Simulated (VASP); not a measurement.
A run of VASP 6.6.1 is set up as follows.

File INCAR:

```
SYSTEM = Si2Ni
PREC     = Accurate       ! precision mode
ENCUT    = 520            ! plane-wave cutoff, eV
EDIFF    = 1E-7           ! SCF threshold, eV
ISMEAR   = 0              ! smearing method
SIGMA    = 0.15           ! smearing width, eV
LREAL    = .False.        ! projectors in reciprocal space
LASPH    = .True.         ! aspherical terms in the spheres
NELM     = 150            ! most SCF steps
ALGO     = Normal         ! electronic algorithm
ISIF     = 2              ! what is computed and relaxed
LWAVE    = .False.        ! write WAVECAR
LCHARG   = .False.        ! write CHGCAR
ISPIN    = 2              ! spin polarisation
MAGMOM   = 0 0 0.375      ! initial moments
LORBIT   = 11             ! projections on sites
NUPDOWN  = 0.375          ! fixed moment
LMAXMIX  = 4              ! l up to which the mixer works
NBANDS   = 20             ! bands
```

KPOINTS

```
Automatic mesh
0
Gamma
  14 14 14
  0 0 0
```

The input POSCAR:

```
Si2Ni
1.0
    0.0000000000      2.5042594055      2.5042594055
    2.5042594055      0.0000000000      2.5042594055
    2.5042594055      2.5042594055      0.0000000000
Si Ni
2 1
Direct
    0.2500000000      0.2500000000      0.2500000000
    0.7500000000      0.7500000000      0.7500000000
    0.0000000000      0.0000000000      0.0000000000
```

Potentials or basis: VASP PAW LDA potentials, release 64 (Si, Ni).

Run with:

```sh
$ cat potpaw_LDA.64/Si/POTCAR potpaw_LDA.64/Ni/POTCAR > POTCAR
$ mpirun -np 1 vasp_std > vasp.out
```

What does it give for the pressure?

54.1 GPa.

Caveat: the cell stands under pressure; the total moment is fixed, so each spin has its own Fermi level.
